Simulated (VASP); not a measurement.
A run of VASP 6.6.1 is set up as follows.

The input INCAR:

```
SYSTEM = IrRh3
PREC = Accurate
ENCUT = 600
EDIFF = 1E-6
ISMEAR = -1
SIGMA = 0.1
LREAL = .FALSE.
LASPH = .TRUE.
NELM = 80
ALGO = Normal
ISIF = 8
LWAVE = .FALSE.
LCHARG = .FALSE.
GGA = CA
IBRION = 2
NSW = 80
EDIFFG = -0.03
```

File KPOINTS:

```
regular mesh
0
G
  11 11 11
  0 0 0
```

The input POSCAR:

```
IrRh3
1.0
    3.8170600000      0.0000000000      0.0000000000
    0.0000000000      3.8170600000      0.0000000000
    0.0000000000      0.0000000000      3.8170600000
Ir Rh
1 3
Direct
    0.0000000000      0.0000000000      0.0000000000
    0.0000000000      0.5000000000      0.5000000000
    0.5000000000      0.0000000000      0.5000000000
    0.5000000000      0.5000000000      0.0000000000
```

Potentials or basis: VASP PAW LDA potentials, release 64 (Ir, Rh_pv).

The run is started by

```bash
$ cat potpaw_LDA.64/Ir/POTCAR potpaw_LDA.64/Rh_pv/POTCAR > POTCAR
$ mpirun -np 1 vasp_std > vasp.out
```

Q: Predict the space group after relaxing (to 0.1 Å).

A: Pm-3m (No. 221).

Q: Estimate the relaxed cell.

A: a = 3.774 Å, b = 3.774 Å, c = 3.774 Å, α = 90.00°, β = 90.00°, γ = 90.00°.

Q: Predict the relaxed volume.

A: 13.44 Å³/atom.

Step by step:
| step | energy change (eV) | largest force (eV/Å) | pressure (GPa) | volume (Å³) |
| --- | --- | --- | --- | --- |
| 1 | 0.0000 | 0.0000 | -10.64 | 55.61 |
| 2 | 0.5928 | 0.0000 | 44.68 | 48.51 |
| 3 | -0.0645 | 0.0000 | -0.50 | 53.81 |
| 4 | -0.0646 | 0.0000 | -0.10 | 53.74 |
